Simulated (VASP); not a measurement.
A run of VASP 6.6.1 is set up as follows.

File INCAR:

```
SYSTEM = PbS
ALGO     = Normal         ! electronic algorithm
EDIFF    = 1E-7           ! SCF threshold, eV
ENCUT    = 520            ! plane-wave cutoff, eV
GGA      = PS             ! functional
ISIF     = 2              ! what is computed and relaxed
ISMEAR   = 0              ! smearing method
LASPH    = .TRUE.         ! aspherical terms in the spheres
LCHARG   = .FALSE.        ! write CHGCAR
LREAL    = .FALSE.        ! projectors in reciprocal space
LWAVE    = .FALSE.        ! write WAVECAR
NBANDS   = 17             ! bands
NELM     = 100            ! most SCF steps
PREC     = Accurate       ! precision mode
SIGMA    = 0.03           ! smearing width, eV
```

File KPOINTS:

```
k-points
0
G
  10 10 10
  0 0 0
```

The input POSCAR:

```
PbS
1.0
    0.0000000000      2.9650000000      3.1132500000
    2.9650000000      0.0000000000      3.1132500000
    2.9650000000      2.9650000000      0.0000000000
Pb S
1 1
Direct
    0.0000000000      0.0000000000      0.0000000000
    0.5000000000      0.5000000000      0.5000000000
```

Potentials or basis: VASP PAW PBE potentials, release 64 (Pb_d, S).

Run with:

```console
$ cat potpaw_PBE.64/Pb_d/POTCAR potpaw_PBE.64/S/POTCAR > POTCAR
$ mpirun -np 1 vasp_std > vasp.out
```

Problem. Estimate the band gap on the k mesh.

Solution. 0.37 eV, direct.

Problem. What does it give for the pressure?

Solution. -3.0 GPa.

Stress tensor (GPa, compression positive):
```
-1.57  0.00  0.00
 0.00 -1.57  0.00
 0.00  0.00 -5.86
```

Caveat: the cell differs from its parent crystal (strain +0.000 along x and y, +0.050 along z); the PAW data sets were made with another functional, which shifts forces and pressure a little; spin-orbit coupling is left out, which moves the levels of the heavy elements. A k mesh can miss the band edges.
